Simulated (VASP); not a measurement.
Runs of VASP 6.6.1 on CdSe. The structure is that of space group P6_3mc (No. 186), or close to it. The cells are those of the table. 

```tsv
level	potentials or basis	cell	k mesh	smearing	gap on the mesh (eV)	pressure (GPa)
PBE	VASP PAW PBE potentials, release 64 (Cd, Se)	a = 4.341, b = 4.341, c = 7.077 Å, angles 90.0, 90.0, 120.0°, 4 atoms	6 × 6 × 2	gaussian 0.01 eV	0.61	1.7
PBEsol	VASP PAW PBE potentials, release 64 (Cd, Se)	a = 4.303, b = 4.303, c = 7.019 Å, angles 90.0, 90.0, 120.0°, 4 atoms	6 × 6 × 4	fermi-dirac 0.02 eV	0.54	(b)
LDA	VASP PAW LDA potentials, release 64 (Cd, Se)	a = 4.250, b = 4.250, c = 6.940 Å, angles 90.0, 90.0, 120.0°, 4 atoms	6 × 6 × 4	fermi-dirac 0.02 eV	0.49	(a)
r2SCAN	VASP PAW PBE potentials, release 64 (Cd, Se)	a = 4.341, b = 4.341, c = 7.077 Å, angles 90.0, 90.0, 120.0°, 4 atoms	6 × 6 × 4	fermi-dirac 0.02 eV	1.09	0.2
PBE	VASP PAW PBE potentials, release 64 (Cd, Se)	a = 4.384, b = 4.384, c = 7.156 Å, angles 90.0, 90.0, 120.0°, 4 atoms	6 × 6 × 4	fermi-dirac 0.02 eV	0.54	0.2
```

Alike in all rows: task single point; no spin polarisation; cutoff (eV) 520.

Q: Estimate the missing entries.

A: (a) 0.5; (b) 0.3.

Caveats: some runs use coarse meshes; the PAW data sets were made with another functional, which shifts forces and pressure a little (some runs).

A k mesh can miss the band edges, and the runs leave out spin-orbit coupling on Cd, Se.
